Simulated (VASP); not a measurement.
# SrO (I4/mmm) in VASP: further runs

Runs on SrO. Level: PBE. Tasks: single point.

Everything below comes from runs of VASP 6.6.1. Logs are shortened: lines on timing, memory, paths and dates and some standing lists are left out, and cuts for length are marked.

### 1 The cell of the first run

The structure is tetragonal, space group I4/mmm (No. 139). Conventional cell: a = 3.684 Å, b = 3.684 Å, c = 5.133 Å, α = 90.00°, β = 90.00°, γ = 90.00°. Sr (site symmetry 4/mmm) has 6 O at 2.57 to 2.60 Å within 3.4 Å. O (site symmetry 4/mmm) has 6 Sr at 2.57 to 2.60 Å within 3.4 Å.

### 2 Single point, PBE

INCAR

```
PREC = Accurate ; ENCUT = 600
EDIFF = 1E-6 ; ISMEAR = 0
SIGMA = 0.01 ; LREAL = False
LASPH = True ; NELM = 120
ALGO = Normal ; ISIF = 2
LWAVE = False ; LCHARG = False
GGA = PE ; NBANDS = 15
GGA_COMPAT = False
```

KPOINTS

```
Automatic mesh
0
Gamma
  5 5 5
```

POSCAR

```
SrO
1.0
    0.0000000000      2.6048858546      2.5663000000
    2.6048858546      0.0000000000      2.5663000000
    2.6048858546      2.6048858546      0.0000000000
Sr O
1 1
Direct
    0.5000000000      0.5000000000      0.5000000000
    0.0000000000      0.0000000000      0.0000000000
```

Potentials or basis: VASP PAW PBE potentials, release 64 (Sr_sv, O).

Started as:

```console
$ cat potpaw_PBE.64/Sr_sv/POTCAR potpaw_PBE.64/O/POTCAR > POTCAR
$ mpirun -np 1 vasp_std > vasp.out
```

OUTCAR:

```text
PREC = Accurate
   ENCUT = 600
   EDIFF = 1E-6
   ISMEAR = 0
   LREAL = False
   LASPH = True
   NELM = 120
   ISIF = 2
   GGA = PE

 ion  position               nearest neighbor table
   1  0.500  0.500  0.500-   2 2.57   2 2.57   2 2.60   2 2.60   2 2.60   2 2.60
   2  0.000  0.000  0.000-   1 2.57   1 2.57   1 2.60   1 2.60   1 2.60   1 2.60

  LATTYP: Found a body centered tetragonal cell.
 ALAT       =     3.6838649040
 C/A-ratio  =     1.3932649904

  Lattice vectors:

 A1 = (   0.0000000000,  -2.6048858546,  -2.5663000000)
 A2 = (   0.0000000000,   2.6048858546,  -2.5663000000)
 A3 = (   2.6048858546,   0.0000000000,   2.5663000000)

Analysis of symmetry for initial positions (statically):
=====================================================================
 Subroutine PRICEL returns:
 Original cell was already a primitive cell.

 Routine SETGRP: Setting up the symmetry group for a
 body centered tetragonal supercell.

 Subroutine GETGRP returns: Found 16 space group operations
 (whereof 16 operations were pure point group operations)
 out of a pool of 16 trial point group operations.

The static configuration has the point symmetry D_4h.

Analysis of symmetry for dynamics (positions and initial velocities):
=====================================================================
 Subroutine PRICEL returns:
 Original cell was already a primitive cell.

 Routine SETGRP: Setting up the symmetry group for a
 body centered tetragonal supercell.

 Subroutine GETGRP returns: Found 16 space group operations
 (whereof 16 operations were pure point group operations)
 out of a pool of 16 trial point group operations.

The dynamic configuration has the point symmetry D_4h.

 Subroutine INISYM returns: Found 16 space group operations
 (whereof 16 operations are pure point group operations),
 and found     1 'primitive' translations

----------------------------------------------------------------------------------------

                                     Primitive cell

  volume of cell :      34.8269

  direct lattice vectors                    reciprocal lattice vectors
     0.000000000  2.604885855  2.566300000    -0.191946990  0.191946990  0.194833028
     2.604885855  0.000000000  2.566300000     0.191946990 -0.191946990  0.194833028
     2.604885855  2.604885855  0.000000000     0.191946990  0.191946990 -0.194833028

  length of vectors
     3.656682377  3.656682377  3.683864904     0.334136504  0.334136504  0.334136504

  position of ions in fractional coordinates (direct lattice)
     0.500000000  0.500000000  0.500000000
     0.000000000  0.000000000  0.000000000

  ion indices of the primitive-cell ions
   primitive index   ion index
                 1           1
                 2           2

----------------------------------------------------------------------------------------

 KPOINTS: Automatic mesh

Automatic generation of k-mesh.
 Grid dimensions read from file:
 generate k-points for:    5    5    5

 Generating k-lattice:

  Cartesian coordinates                     Fractional coordinates (reciprocal lattice)
    -0.038389398  0.038389398  0.038966606     0.200000000  0.000000000  0.000000000
     0.038389398 -0.038389398  0.038966606     0.000000000  0.200000000  0.000000000
     0.038389398  0.038389398 -0.038966606     0.000000000  0.000000000  0.200000000

  Length of vectors
     0.066827301  0.066827301  0.066827301

  Shift w.r.t. Gamma in fractional coordinates (k-lattice)
     0.000000000  0.000000000  0.000000000

 Subroutine IBZKPT returns following result:
 ===========================================

 Found     18 irreducible k-points:

 Following reciprocal coordinates:
            Coordinates               Weight
  0.000000  0.000000  0.000000      1.000000
  0.200000 -0.000000  0.000000      8.000000
  0.400000 -0.000000  0.000000      8.000000
  0.200000  0.200000  0.000000      2.000000
  0.400000  0.200000  0.000000      8.000000
 -0.400000  0.200000  0.000000      8.000000
[... 10 lines left out ...]
 -0.400000 -0.000000  0.400000      8.000000
 -0.400000  0.200000  0.400000      8.000000
   k-points           NKPTS =     18   k-points in BZ     NKDIM =     18   number of bands    NBANDS=     15
   number of dos      NEDOS =    301   number of ions     NIONS =      2
   total plane-waves  NPLWV =  27000
   dimension x,y,z NGX =    30 NGY =   30 NGZ =   30
   dimension x,y,z NGXF=    60 NGYF=   60 NGZF=   60
   ions per type =               1   1
   NGX,Y,Z   is equivalent  to a cutoff of  13.64, 13.64, 13.54 a.u.
   NGXF,Y,Z  is equivalent  to a cutoff of  27.28, 27.28, 27.08 a.u.
 SYSTEM =  unknown system
   PREC   = accura    normal or accurate (medium, high low for compatibility)
   ISTART =      0    job   : 0-new  1-cont  2-samecut
   ICHARG =      2    charge: 1-file 2-atom 10-const
   ISPIN  =      1    spin polarized calculation?
   LNONCOLLINEAR =      F non collinear calculations
   LSORBIT =      F    spin-orbit coupling
   LASPH  =      T    aspherical Exc in radial PAW
   ENCUT  =  600.0 eV  44.10 Ry    6.64 a.u.   7.30  7.30  7.36*2*pi/ulx,y,z
   NELM   =    120;   NELMIN=  2; NELMDL= -5     # of ELM steps
   EDIFF  = 0.1E-05   stopping-criterion for ELM
   LREAL  =      F    real-space projection
   EDIFFG = 0.1E-04   stopping-criterion for IOM
   NSW    =      0    number of steps for IOM
   IBRION =     -1    ionic relax: 0-MD 1-quasi-New 2-CG
   NFREE  =      0    steps in history (QN), initial steepest desc. (CG)
   ISIF   =      2    stress and relaxation
   ISYM   =      2    0-nonsym 1-usesym 2-fastsym
   POTIM  = 0.5000    time-step for ionic-motion
   TEBEG  =    0.0;   TEEND  =   0.0 temperature during run
   PSTRESS=    0.0 pullay stress
   NELECT =      16.0000    total number of electrons
   NUPDOWN=      -1.0000    fix difference up-down
   EMIN   =  10.00;   EMAX   =-10.00  energy-range for DOS
   EFERMI =   0.00;   METHOD = LEGACY
   ISMEAR =     0;   SIGMA  =   0.01  broadening in eV -4-tet -1-fermi 0-gaus
   EFERMI_NEDOS =   21; number of points for ismear=-14 and -15
   IALGO  =     38    algorithm
   IMIX   =      4    mixing-type and parameters
     AMIX     =   0.40;   BMIX     =  1.00
     AMIX_MAG =   1.60;   BMIX_MAG =  1.00
  volume/ion in A,a.u.               =      17.41       117.51
  Fermi-wavevector in a.u.,A,eV,Ry     =   1.263213  2.387126 21.710910  1.595707
  Thomas-Fermi vector in A             =   2.396581
   LORBIT       =      0    0 simple, 1 ext, 2 COOP (PROOUT), +10 PAW based schemes
   GGA     = PE    functional components
   LHFCALC =     F    Hartree Fock is set to
   AEXX    =    0.0000 exact exchange contribution
   IVDW    =     0    specifies the selected vdW correction
   LEPSILON=     F    determine dielectric tensor
   LRPA    =     F    only Hartree local field effects (RPA)
 non-spin polarized calculation
 Gauss-broadening in eV      SIGMA  =   0.01
  energy-cutoff  :      600.00
  volume of cell :       34.83
 maximum number of plane-waves:      1195
 NGX is ok and might be reduce to    30
   NGX = 15   NGY = 15   NGZ = 15

 number of electron      15.9999999 magnetization

 Free energy of the ion-electron system (eV)
  ---------------------------------------------------
  ext. energy  EPLUGINS =         0.00000000
  ---------------------------------------------------
  free energy    TOTEN  =       -12.05246540 eV

  energy without entropy =      -12.05246540  energy(sigma->0) =      -12.05246540

 E-fermi :   1.7342     XC(G=0):  -9.9110

 val. band max:        1.5840815969   @ k =   0.0000   0.0000   0.0000
 cond. band min:       4.9805621263   @ k =   0.4000   0.4000   0.0000
 fundamental gap:      3.3964805294
 Fermi energy:         1.7341501231

 k-point     1 :       0.0000    0.0000    0.0000
  band No.  band energies     occupation
      1     -30.9253      2.00000
      2     -13.5097      2.00000
      3     -12.5915      2.00000
      4     -12.5915      2.00000
      5     -12.5803      2.00000
      6       1.5333      2.00000
      7       1.5333      2.00000
      8       1.5841      2.00000
      9       5.3563      0.00000
     10       7.6711      0.00000
     11       7.6711      0.00000
     12       7.7800      0.00000
     13       9.7213      0.00000
     14       9.9249      0.00000
     15      14.1440      0.00000

 k-point     2 :       0.2000   -0.0000    0.0000
  band No.  band energies     occupation
      1     -30.8829      2.00000
      2     -14.2237      2.00000
      3     -12.6227      2.00000
      4     -12.6078      2.00000
      5     -11.9782      2.00000
      6       0.6189      2.00000
      7       1.1149      2.00000
      8       1.1351      2.00000
      9       6.8874      0.00000
     10       7.4950      0.00000
     11       8.4161      0.00000
     12       8.4653      0.00000
     13      10.6459      0.00000
     14      10.8639      0.00000
     15      16.3015      0.00000

 k-point     3 :       0.4000   -0.0000    0.0000
  band No.  band energies     occupation
      1     -30.8132      2.00000
      2     -14.9018      2.00000
      3     -12.6721      2.00000
      4     -12.6447      2.00000
      5     -11.4702      2.00000
      6      -0.4221      2.00000
      7       0.5468      2.00000
      8       0.5471      2.00000
      9       7.8465      0.00000
     10       9.3292      0.00000
     11       9.9341      0.00000
     12       9.9583      0.00000
     13      12.5630      0.00000
     14      12.7481      0.00000
     15      16.4852      0.00000

 k-point     4 :       0.2000    0.2000    0.0000
  band No.  band energies     occupation
      1     -30.8676      2.00000
      2     -14.2066      2.00000
      3     -12.7150      2.00000
      4     -12.7150      2.00000
      5     -11.9511      2.00000
      6       0.3291      2.00000
      7       1.3950      2.00000
      8       1.3950      2.00000
      9       6.3718      0.00000
     10       6.7813      0.00000
     11       9.2241      0.00000
     12       9.2241      0.00000
     13      10.2525      0.00000
     14      11.6080      0.00000
     15      17.0656      0.00000
[... 199 lines left out ...]
 k-point    16 :       0.4000    0.0000    0.4000
  band No.  band energies     occupation
      1     -30.7824      2.00000
      2     -13.9890      2.00000
      3     -12.8930      2.00000
      4     -12.8787      2.00000
      5     -12.8131      2.00000
      6       0.7616      2.00000
      7       1.4081      2.00000
      8       1.4690      2.00000
      9       5.0272      0.00000
     10       8.7963      0.00000
     11      11.3682      0.00000
     12      11.7006      0.00000
     13      11.8510      0.00000
     14      11.9486      0.00000
     15      16.0548      0.00000

 k-point    17 :      -0.4000   -0.0000    0.4000
  band No.  band energies     occupation
      1     -30.7673      2.00000
      2     -14.0928      2.00000
      3     -13.3779      2.00000
      4     -12.8552      2.00000
      5     -12.3018      2.00000
      6       0.8432      2.00000
      7       1.0235      2.00000
      8       1.1282      2.00000
      9       5.8442      0.00000
     10       9.7975      0.00000
     11       9.8430      0.00000
     12      11.8571      0.00000
     13      12.1417      0.00000
     14      14.2392      0.00000
     15      14.6457      0.00000

 k-point    18 :      -0.4000    0.2000    0.4000
  band No.  band energies     occupation
      1     -30.7753      2.00000
      2     -14.3955      2.00000
      3     -13.0752      2.00000
      4     -13.0249      2.00000
      5     -11.9147      2.00000
      6       0.3784      2.00000
      7       0.8215      2.00000
      8       1.0989      2.00000
      9       6.8611      0.00000
     10       8.5304      0.00000
     11      10.0232      0.00000
     12      11.6662      0.00000
     13      12.5740      0.00000
     14      14.1918      0.00000
     15      15.0366      0.00000

------------------------ aborting loop because EDIFF is reached ----------------------------------------

  FORCE on cell =-STRESS in cart. coord.  units (eV):
  Direction    XX          YY          ZZ          XY          YZ          ZX
  --------------------------------------------------------------------------------------
  -------------------------------------------------------------------------------------
  Total        0.0868590      0.0868590      0.5003996      0.0000000      0.0000000      0.0000000
  in kB        3.9958639      3.9958639     23.0203941      0.0000000      0.0000000      0.0000000
  external PRESSURE =      10.3373740 kB  Pullay stress =       0.0000000 kB

 VOLUME and BASIS-vectors are now :
 -----------------------------------------------------------------------------
  energy-cutoff  :      600.00
  volume of cell :       34.83
      direct lattice vectors                 reciprocal lattice vectors
     0.000000000  2.604885855  2.566300000    -0.191946990  0.191946990  0.194833028
     2.604885855  0.000000000  2.566300000     0.191946990 -0.191946990  0.194833028
     2.604885855  2.604885855  0.000000000     0.191946990  0.191946990 -0.194833028

 POSITION                                       TOTAL-FORCE (eV/Angst)
 -----------------------------------------------------------------------------------
      2.60489      2.60489      2.56630         0.000000     -0.000000      0.000000
      0.00000      0.00000      0.00000         0.000000      0.000000      0.000000
 -----------------------------------------------------------------------------------
    total drift:                               -0.000000      0.000000      0.000000

  FREE ENERGIE OF THE ION-ELECTRON SYSTEM (eV)
  ---------------------------------------------------
  free  energy   TOTEN  =       -12.0524653958 eV

  energy  without entropy=      -12.0524653958  energy(sigma->0) =      -12.05246540
```

Run time: 16 s. Hardware: 1 thread of AMD EPYC 7R43 (Zen 3), shared host; peak memory 0.14 GiB.

What came out:

* Free energy: -12.0525 eV
* Pressure: 1.0 GPa
* Band gap on the k mesh: 3.40 eV (least direct gap 3.56 eV)

Caveat: an odd mesh through Γ misses points on the zone boundary, where band edges can lie.

### 3 Single point, PBE

INCAR

```
SYSTEM = SrO
ALGO = Normal
EDIFF = 1E-6
ENCUT = 600
GGA = PE
GGA_COMPAT = .False.
ISIF = 2
ISMEAR = 0
LASPH = .True.
LCHARG = .True.
LELF = .True.
LREAL = .False.
LVHAR = .True.
LWAVE = .False.
NBANDS = 15
NELM = 120
PREC = Accurate
SIGMA = 0.01
```

KPOINTS

```
k-points
0
Gamma
  5 5 5
  0 0 0
```

POSCAR is that of step 2.

Potentials or basis: VASP PAW PBE potentials, release 64 (Sr_sv, O).

Started as:

```console
$ cat potpaw_PBE.64/Sr_sv/POTCAR potpaw_PBE.64/O/POTCAR > POTCAR
$ mpirun -np 1 vasp_std > vasp.out
```

It took 26 s on 1 thread of AMD EPYC 7R43 (Zen 3), shared host; peak memory 0.14 GiB.

It converged, with:

* Free energy: -12.0525 eV
* Pressure: 1.0 GPa
* Band gap on the k mesh: 3.40 eV (least direct gap 3.56 eV)

Stress tensor (GPa, compression positive):
```
0.40 0.00 0.00
0.00 0.40 0.00
0.00 0.00 2.30
```

Levels at points of the mesh, in eV from the valence-band top:
```csv
k point,band 4,band 5,band 6,band 7,band 8,band 9,band 10,band 11,band 12,band 13
"(0.00, 0.00, 0.00)",-14.18,-14.16,-0.05,-0.05,0.00,3.77,6.09,6.09,6.20,8.14
```

Caveat: an odd mesh through Γ misses points on the zone boundary, where band edges can lie. A hybrid or GW would open this gap; PBE tends to underestimate it.
